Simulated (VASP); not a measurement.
# BN (P6_3mc) in VASP: further runs

BN is run at these levels: HSE06; tasks: single point.

All numbers are computed with VASP 6.6.1; they aren't measurements. Logs are shortened: lines on timing, memory, paths and dates and some standing lists are left out, and cuts for length are marked.

## (1) The cell of the first run

Symmetry: P6_3mc, No. 186, hexagonal system. Conventional cell: a = 2.519 Å, b = 2.519 Å, c = 4.166 Å, α = 90.00°, β = 90.00°, γ = 120.00°. B (site symmetry 3m) has 4 N at 1.55 to 1.56 Å within 2.1 Å. N (site symmetry 3m) has 4 B at 1.55 to 1.56 Å within 2.1 Å.

## (2) Single point, HSE06 (strain -1.0%)

POSCAR

```
BN
1.0
    2.5185104996      0.0000000000      0.0000000000
   -1.2592552498      2.1810940723      0.0000000000
    0.0000000000      0.0000000000      4.1657371881
B N
2 2
Direct
    0.3333333333      0.6666666667      0.0003142956
    0.6666666667      0.3333333333      0.5003142956
    0.3333333333      0.6666666667      0.3746857044
    0.6666666667      0.3333333333      0.8746857044
```

INCAR.step1

```
SYSTEM = BN
ALGO     = Normal         ! electronic algorithm
EDIFF    = 1E-5           ! SCF threshold, eV
ENCUT    = 520            ! plane-wave cutoff, eV
GGA      = PE             ! functional
ISIF     = 2              ! what is computed and relaxed
ISMEAR   = 0              ! smearing method
LASPH    = .True.         ! aspherical terms in the spheres
LCHARG   = .False.        ! write CHGCAR
LREAL    = .False.        ! projectors in reciprocal space
LWAVE    = .True.         ! write WAVECAR
NBANDS   = 16             ! bands
NELM     = 80             ! most SCF steps
PREC     = Accurate       ! precision mode
SIGMA    = 0.01           ! smearing width, eV
```

INCAR.step2

```
SYSTEM = BN
ALGO     = Normal         ! electronic algorithm
EDIFF    = 1E-6           ! SCF threshold, eV
ENCUT    = 520            ! plane-wave cutoff, eV
GGA      = PE             ! functional
HFSCREEN = 0.2079         ! screening, 1/A
ISIF     = 2              ! what is computed and relaxed
ISMEAR   = 0              ! smearing method
ISTART   = 1            
LASPH    = .True.         ! aspherical terms in the spheres
LCHARG   = .False.        ! write CHGCAR
LHFCALC  = .True.         ! exact exchange
LREAL    = .False.        ! projectors in reciprocal space
LWAVE    = .False.        ! write WAVECAR
NBANDS   = 16             ! bands
NELM     = 80             ! most SCF steps
PREC     = Accurate       ! precision mode
PRECFOCK = Normal       
SIGMA    = 0.01           ! smearing width, eV
```

KPOINTS

```
k-points
0
Gamma
  9 9 4
  0 0 0
```

Potentials or basis: VASP PAW PBE potentials, release 64 (B, N).

On the command line:

```
$ cat potpaw_PBE.64/B/POTCAR potpaw_PBE.64/N/POTCAR > POTCAR
$ cp INCAR.step1 INCAR
$ mpirun -np 1 vasp_std > vasp.out
$ cp INCAR.step2 INCAR
$ mpirun -np 1 vasp_std > vasp.out
```

OUTCAR:

```text
SYSTEM = BN
   EDIFF = 1E-6
   ENCUT = 520
   GGA = PE
   HFSCREEN = 0.2079
   ISIF = 2
   ISMEAR = 0
   ISTART = 1
   LASPH = .True.
   LHFCALC = .True.
   LREAL = .False.
   NELM = 80
   PREC = Accurate
   PRECFOCK = Normal

 ion  position               nearest neighbor table
   1  0.333  0.667  0.000-   4 1.55   4 1.55   4 1.55   3 1.56
   2  0.667  0.333  0.500-   3 1.55   3 1.55   3 1.55   4 1.56
   3  0.333  0.667  0.375-   2 1.55   2 1.55   2 1.55   1 1.56
   4  0.667  0.333  0.875-   1 1.55   1 1.55   1 1.55   2 1.56

  LATTYP: Found a hexagonal cell.
 ALAT       =     2.5185104996
 C/A-ratio  =     1.6540479735

  Lattice vectors:

 A1 = (   2.5185104996,   0.0000000000,   0.0000000000)
 A2 = (  -1.2592552498,   2.1810940723,   0.0000000000)
 A3 = (   0.0000000000,   0.0000000000,   4.1657371881)

Analysis of symmetry for initial positions (statically):
=====================================================================
 Subroutine PRICEL returns:
 Original cell was already a primitive cell.

 Routine SETGRP: Setting up the symmetry group for a
 hexagonal supercell.

 Subroutine GETGRP returns: Found 12 space group operations
 (whereof  6 operations were pure point group operations)
 out of a pool of 24 trial point group operations.

The static configuration has the point symmetry C_3v.
 The point group associated with its full space group is C_6v.

Analysis of symmetry for dynamics (positions and initial velocities):
=====================================================================
 Subroutine PRICEL returns:
 Original cell was already a primitive cell.

 Routine SETGRP: Setting up the symmetry group for a
 hexagonal supercell.

 Subroutine GETGRP returns: Found 12 space group operations
 (whereof  6 operations were pure point group operations)
 out of a pool of 24 trial point group operations.

The dynamic configuration has the point symmetry C_3v.
 The point group associated with its full space group is C_6v.

 Subroutine INISYM returns: Found 12 space group operations
 (whereof  6 operations are pure point group operations),
 and found     1 'primitive' translations

----------------------------------------------------------------------------------------

                                     Primitive cell

  volume of cell :      22.8828

  direct lattice vectors                    reciprocal lattice vectors
     2.518510500  0.000000000  0.000000000     0.397060088  0.229242749  0.000000000
    -1.259255250  2.181094072  0.000000000     0.000000000  0.458485497  0.000000000
     0.000000000  0.000000000  4.165737188     0.000000000  0.000000000  0.240053550

  length of vectors
     2.518510500  2.518510500  4.165737188     0.458485497  0.458485497  0.240053550

  position of ions in fractional coordinates (direct lattice)
     0.333333333  0.666666667  0.000314296
     0.666666667  0.333333333  0.500314296
     0.333333333  0.666666667  0.374685704
     0.666666667  0.333333333  0.874685704

  ion indices of the primitive-cell ions
   primitive index   ion index
                 1           1
                 2           2
                 3           3
                 4           4

----------------------------------------------------------------------------------------

 KPOINTS: k-points

Automatic generation of k-mesh.
 Grid dimensions read from file:
 generate k-points for:    9    9    4

 Generating k-lattice:

  Cartesian coordinates                     Fractional coordinates (reciprocal lattice)
     0.044117788  0.025471417  0.000000000     0.111111111  0.000000000  0.000000000
     0.000000000  0.050942833  0.000000000     0.000000000  0.111111111  0.000000000
     0.000000000  0.000000000  0.060013387     0.000000000  0.000000000  0.250000000

  Length of vectors
     0.050942833  0.050942833  0.060013387

  Shift w.r.t. Gamma in fractional coordinates (k-lattice)
     0.000000000  0.000000000  0.000000000

 Subroutine IBZKPT returns following result:
 ===========================================

 Found     36 irreducible k-points:

 Following reciprocal coordinates:
            Coordinates               Weight
  0.000000  0.000000  0.000000      1.000000
  0.111111 -0.000000  0.000000      6.000000
  0.222222 -0.000000  0.000000      6.000000
  0.333333 -0.000000  0.000000      6.000000
  0.444444 -0.000000  0.000000      6.000000
  0.111111  0.111111  0.000000      6.000000
[... 16 lines left out ...]
  0.333333  0.222222  0.250000     24.000000
  0.333333  0.333333  0.250000      4.000000
 [... further k-points ...]
   k-points           NKPTS =     36   k-points in BZ     NKDIM =    324   number of bands    NBANDS=     16
   number of dos      NEDOS =    301   number of ions     NIONS =      4
   total plane-waves  NPLWV =  12800
   dimension x,y,z NGX =    20 NGY =   20 NGZ =   32
   dimension x,y,z NGXF=    40 NGYF=   40 NGZF=   64
   ions per type =               2   2
   NGX,Y,Z   is equivalent  to a cutoff of  13.20, 13.20, 12.77 a.u.
   NGXF,Y,Z  is equivalent  to a cutoff of  26.40, 26.40, 25.54 a.u.
 SYSTEM =  BN
   PREC   = accura    normal or accurate (medium, high low for compatibility)
   ISTART =      1    job   : 0-new  1-cont  2-samecut
   ICHARG =      0    charge: 1-file 2-atom 10-const
   ISPIN  =      1    spin polarized calculation?
   LNONCOLLINEAR =      F non collinear calculations
   LSORBIT =      F    spin-orbit coupling
   LASPH  =      T    aspherical Exc in radial PAW
   ENCUT  =  520.0 eV  38.22 Ry    6.18 a.u.   4.68  4.68  7.75*2*pi/ulx,y,z
   NELM   =     80;   NELMIN=  2; NELMDL=  0     # of ELM steps
   EDIFF  = 0.1E-05   stopping-criterion for ELM
   LREAL  =      F    real-space projection
   EDIFFG = 0.1E-04   stopping-criterion for IOM
   NSW    =      0    number of steps for IOM
   IBRION =     -1    ionic relax: 0-MD 1-quasi-New 2-CG
   NFREE  =      0    steps in history (QN), initial steepest desc. (CG)
   ISIF   =      2    stress and relaxation
   ISYM   =      3    0-nonsym 1-usesym 2-fastsym
   POTIM  = 0.5000    time-step for ionic-motion
   TEBEG  =    0.0;   TEEND  =   0.0 temperature during run
   PSTRESS=    0.0 pullay stress
   NELECT =      16.0000    total number of electrons
   NUPDOWN=      -1.0000    fix difference up-down
   EMIN   =  10.00;   EMAX   =-10.00  energy-range for DOS
   EFERMI =   0.00;   METHOD = LEGACY
   ISMEAR =     0;   SIGMA  =   0.01  broadening in eV -4-tet -1-fermi 0-gaus
   EFERMI_NEDOS =   21; number of points for ismear=-14 and -15
   IALGO  =     38    algorithm
   IMIX   =      1    mixing-type and parameters
     AMIX     =   0.40;   BMIX     =  1.00
     AMIX_MAG =   1.60;   BMIX_MAG =  1.00
  volume/ion in A,a.u.               =       5.72        38.61
  Fermi-wavevector in a.u.,A,eV,Ry     =   1.453042  2.745851 28.726400  2.111331
  Thomas-Fermi vector in A             =   2.570354
   LORBIT       =      0    0 simple, 1 ext, 2 COOP (PROOUT), +10 PAW based schemes
   GGA     = PE    functional components
   LHFCALC =     T    Hartree Fock is set to
   PRECFOCK=normal    Normal, Fast or Accurate (Low or Medium for compatibility)
   ENCUT4O =  -1.0   cutoff for four orbital integrals eV
   NKREDX  =     1    reduce k-point grid by
   NKREDY  =     1    reduce k-point grid by
   NKREDZ  =     1    reduce k-point grid by
   AEXX    =    0.2500 exact exchange contribution
   HFSCREEN=    0.2079 screening length (either q_TF or 0.3 A-1)
   HFSCREENC=   0.2079 screening length for correlation (either q_TF or 0.3 A-1)
   ENCUTFOCK=  -1.0 apply spherical cutoff to Coloumb kernel
   IVDW    =     0    specifies the selected vdW correction
   LEPSILON=     F    determine dielectric tensor
   LRPA    =     F    only Hartree local field effects (RPA)
 non-spin polarized calculation
 Gauss-broadening in eV      SIGMA  =   0.01
  energy-cutoff  :      520.00
  volume of cell :       22.88
 maximum number of plane-waves:       640
 NGX is ok and might be reduce to    20
  NGX = 16; NGY = 16; NGZ = 24

 number of electron      15.9999999 magnetization

 Free energy of the ion-electron system (eV)
  ---------------------------------------------------
  ext. energy  EPLUGINS =         0.00000000
  ---------------------------------------------------
  free energy    TOTEN  =       -40.57054844 eV

  energy without entropy =      -40.57054844  energy(sigma->0) =      -40.57054844

 E-fermi :   7.2535     XC(G=0): -10.6015

 val. band max:        7.1155476627   @ k =   0.0000   0.0000   0.0000
 cond. band min:      13.5657516438   @ k =   0.3333   0.3333   0.0000
 fundamental gap:      6.4502039811
 Fermi energy:         7.2535480018

 k-point     1 :       0.0000    0.0000    0.0000
  band No.  band energies     occupation
      1     -15.5744      2.00000
      2     -10.9615      2.00000
      3      -5.0873      2.00000
      4       4.7411      2.00000
      5       4.7411      2.00000
      6       6.8208      2.00000
[... 8 lines left out ...]
     15      21.2272      0.00000
     16      26.0618      0.00000

 k-point     2 :       0.1111   -0.0000    0.0000
  band No.  band energies     occupation
      1     -15.2778      2.00000
      2     -10.7336      2.00000
      3      -4.7893      2.00000
      4       3.4402      2.00000
      5       4.2092      2.00000
      6       6.0367      2.00000
[... 8 lines left out ...]
     15      22.0863      0.00000
     16      25.4777      0.00000

 k-point     3 :       0.2222   -0.0000    0.0000
  band No.  band energies     occupation
      1     -14.4053      2.00000
      2     -10.1121      2.00000
      3      -3.9175      2.00000
      4       0.6509      2.00000
      5       3.1240      2.00000
      6       3.6099      2.00000
[... 8 lines left out ...]
     15      24.1294      0.00000
     16      24.6526      0.00000
[... 362 lines left out ...]
 k-point    23 :       0.3333    0.2222    0.2500
  band No.  band energies     occupation
      1     -10.5170      2.00000
      2      -9.3584      2.00000
      3      -3.2100      2.00000
      4      -2.1229      2.00000
      5      -0.8859      2.00000
      6       1.1532      2.00000
[... 8 lines left out ...]
     15      25.5701      0.00000
     16      26.6104      0.00000

 k-point    24 :       0.3333    0.3333    0.2500
  band No.  band energies     occupation
      1      -9.5947      2.00000
      2      -9.5947      2.00000
      3      -2.7465      2.00000
      4      -2.0852      2.00000
      5      -2.0852      2.00000
      6       0.1274      2.00000
[... 8 lines left out ...]
     15      26.4160      0.00000
     16      26.4160      0.00000

 [... further k-points ...]
[... 5 lines left out ...]
  --------------------------------------------------------------------------------------
  -------------------------------------------------------------------------------------
  Total        1.2323895      1.2323895      1.1751970      0.0000000      0.0000000      0.0000000
  in kB       86.2876311     86.2876311     82.2832099      0.0000000      0.0000000      0.0000000
  external PRESSURE =      84.9528240 kB  Pullay stress =       0.0000000 kB

 VOLUME and BASIS-vectors are now :
 -----------------------------------------------------------------------------
  energy-cutoff  :      520.00
  volume of cell :       22.88
      direct lattice vectors                 reciprocal lattice vectors
     2.518510500  0.000000000  0.000000000     0.397060088  0.229242749  0.000000000
    -1.259255250  2.181094072  0.000000000     0.000000000  0.458485497  0.000000000
     0.000000000  0.000000000  4.165737188     0.000000000  0.000000000  0.240053550

 POSITION                                       TOTAL-FORCE (eV/Angst)
 -----------------------------------------------------------------------------------
     -0.00000      1.45406      0.00131         0.000000      0.000000     -0.009007
      1.25926      0.72703      2.08418         0.000000     -0.000000     -0.009007
     -0.00000      1.45406      1.56084        -0.000000     -0.000000      0.009007
      1.25926      0.72703      3.64371        -0.000000      0.000000      0.009007
 -----------------------------------------------------------------------------------
    total drift:                                0.000000      0.000000     -0.000099

  FREE ENERGIE OF THE ION-ELECTRON SYSTEM (eV)
  ---------------------------------------------------
  free  energy   TOTEN  =       -40.5705484377 eV

  energy  without entropy=      -40.5705484377  energy(sigma->0) =      -40.57054844
```

It took 77 min on 1 thread of Oxide Virtual Turin-like, shared host; peak memory 0.22 GiB.

What came out:

| Quantity | Value |
| --- | --- |
| Free energy | -40.5705 eV |
| Pressure | 8.5 GPa |
| Largest force | 0.009 eV/Å |
| Band gap on the k mesh | 6.45 eV (least direct gap 10.10 eV) |

Forces in eV/Å, atoms in the order of the input:
```
B    0.000  0.000 -0.009
B    0.000  0.000 -0.009
N    0.000  0.000  0.009
N    0.000  0.000  0.009
```

Levels at points of the mesh, in eV from the valence-band top:
| k point | band 6 | band 7 | band 8 | band 9 | band 10 | band 11 |
| --- | --- | --- | --- | --- | --- | --- |
| (0.00, 0.00, 0.00) | -0.29 | 0.00 | 0.00 | 10.21 | 10.21 | 10.53 |
| (0.00, 0.00, 0.50) | -1.31 | -1.31 | -1.31 | 11.52 | 11.52 | 11.90 |

Caveat: the cell differs from its parent crystal (strain -1.0%); the cell stands under pressure; the structure was generated, so it needn't be the stable form of BN; the PAW data sets were made with another functional, which shifts forces and pressure a little. A k mesh can miss the band edges.

## (3) Single point, HSE06

This run uses another cell than the first one, of 5.90 Å³/atom.

POSCAR

```
BN
1.0
    2.5439499996      0.0000000000      0.0000000000
   -1.2719749998      2.2031253256      0.0000000000
    0.0000000000      0.0000000000      4.2078153415
B N
2 2
Direct
    0.3333333333      0.6666666667      0.0002034650
    0.6666666667      0.3333333333      0.5002034650
    0.3333333333      0.6666666667      0.3747965350
    0.6666666667      0.3333333333      0.8747965350
```

INCAR.step1

```
SYSTEM = BN
PREC = Accurate
ENCUT = 520
EDIFF = 1E-5
ISMEAR = 0
SIGMA = 0.01
LREAL = .False.
LASPH = .True.
NELM = 60
ALGO = Normal
ISIF = 2
LWAVE = .True.
NBANDS = 16
GGA = PE
```

INCAR.step2

```
SYSTEM = BN
PREC = Accurate
ENCUT = 520
EDIFF = 1E-6
ISMEAR = 0
SIGMA = 0.01
LREAL = .False.
LASPH = .True.
NELM = 60
ALGO = Normal
ISIF = 2
LWAVE = .False.
LCHARG = .True.
GGA = PE
LHFCALC = .True.
HFSCREEN = 0.2079
PRECFOCK = Normal
LELF = .True.
LVHAR = .True.
NBANDS = 16
ISTART = 1
```

KPOINTS

```
regular mesh
0
Gamma
  9 9 4
  0 0 0
```

Potentials or basis: VASP PAW PBE potentials, release 64 (B, N).

On the command line:

```
$ cat potpaw_PBE.64/B/POTCAR potpaw_PBE.64/N/POTCAR > POTCAR
$ cp INCAR.step1 INCAR
$ mpirun -np 1 vasp_std > vasp.out
$ cp INCAR.step2 INCAR
$ mpirun -np 1 vasp_std > vasp.out
```

Run time: 1.6 h. Hardware: 1 thread of Oxide Virtual Turin-like, shared host; peak memory 0.22 GiB.

Results (log left out):

```yaml
Free_energy: -40.5812 eV
Pressure: -4.0 GPa
Largest_force: 0.009 eV/Å
Band_gap_on_the_k_mesh: 6.51 eV (least direct gap 9.94 eV)
```

Forces on the atoms (eV/Å):
```
B    0.000  0.000 -0.009
B    0.000  0.000 -0.009
N    0.000  0.000  0.009
N    0.000  0.000  0.009
```

Stress tensor (GPa, compression positive):
```
-3.76  0.00  0.00
 0.00 -3.76  0.00
 0.00  0.00 -4.36
```

Levels at points of the mesh, in eV from the valence-band top:
| k point | band 6 | band 7 | band 8 | band 9 | band 10 | band 11 |
| --- | --- | --- | --- | --- | --- | --- |
| (0.00, 0.00, 0.00) | -0.27 | 0.00 | 0.00 | 10.08 | 10.08 | 10.34 |
| (0.00, 0.00, 0.50) | -1.27 | -1.27 | -1.27 | 11.22 | 11.22 | 11.73 |

Caveat: the cell stands under tension; the structure was generated, so it needn't be the stable form of BN; the PAW data sets were made with another functional, which shifts forces and pressure a little. A k mesh can miss the band edges.
